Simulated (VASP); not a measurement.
Write the native input for VASP 6.6.1 that does the following.

```
Task                               : single point
Functional                         : PBE-based global hybrid
Potentials or basis                : VASP PAW PBE potentials, release 64 (Cu_sv_GW, F)
Cutoff                             : 610 eV
k mesh                             : 4 × 4 × 4
Occupations                        : fermi-dirac, width 0.02 eV
Spin                               : no spin polarisation
Dipole correction                  : no
Grid for exact exchange (PRECFOCK) : Normal
Share of exact exchange            : 0.3
Second run                         : valence_matched
Further INCAR settings             : ALGO = Normal; EDIFF = 1e-06; NBANDS = 20
```

The system is CuF.

```xyz
2
Lattice="2.7385 0.0000 0.0000 0.0000 2.7385 0.0000 0.0000 0.0000 2.7385" Properties=species:S:1:pos:R:3 pbc="T T T"
Cu    0.0000    0.0000    0.0000
F     1.3692    1.3692    1.3692
```

One way to write it, as run:

POSCAR

```
CuF
1.0
    2.7384616615      0.0000000000      0.0000000000
    0.0000000000      2.7384616615      0.0000000000
    0.0000000000      0.0000000000      2.7384616615
Cu F
1 1
Direct
    0.0000000000      0.0000000000      0.0000000000
    0.5000000000      0.5000000000      0.5000000000
```

INCAR.step1

```
SYSTEM = CuF
PREC = Accurate
ENCUT = 610
EDIFF = 1E-5
ISMEAR = -1
SIGMA = 0.02
LREAL = .FALSE.
LASPH = .TRUE.
NELM = 120
ALGO = Normal
ISIF = 2
LWAVE = .TRUE.
LCHARG = .FALSE.
NBANDS = 20
GGA = PE
GGA_COMPAT = .FALSE.
```

INCAR.step2

```
SYSTEM = CuF
PREC = Accurate
ENCUT = 610
EDIFF = 1E-6
ISMEAR = -1
SIGMA = 0.02
LREAL = .FALSE.
LASPH = .TRUE.
NELM = 120
ALGO = Normal
ISIF = 2
LWAVE = .FALSE.
LCHARG = .FALSE.
GGA = PE
LHFCALC = .TRUE.
AEXX = 0.3
PRECFOCK = Normal
NBANDS = 20
ISTART = 1
GGA_COMPAT = .FALSE.
```

KPOINTS

```
Automatic mesh
0
G
  4 4 4
  0 0 0
```

Potentials or basis: VASP PAW PBE potentials, release 64 (Cu_sv_GW, F).

Launch:

```bash
$ cat potpaw_PBE.64/Cu_sv_GW/POTCAR potpaw_PBE.64/F/POTCAR > POTCAR
$ cp INCAR.step1 INCAR
$ mpirun -np 1 vasp_std > vasp.out
$ cp INCAR.step2 INCAR
$ mpirun -np 1 vasp_std > vasp.out
```

Results of the run:

```yaml
Pressure: -1.8 GPa
Band_gap_on_the_k_mesh: 1.60 eV, indirect (least direct gap 2.25 eV)
```

Caveat: the k points lie up to 0.57 Å⁻¹ apart; the PAW data sets were made with another functional, which shifts forces and pressure a little.

Run time: 12 min on 1 thread of Intel(R) Xeon(R) Platinum 8488C (Sapphire Rapids), on a shared host, peak memory 0.16 GiB.
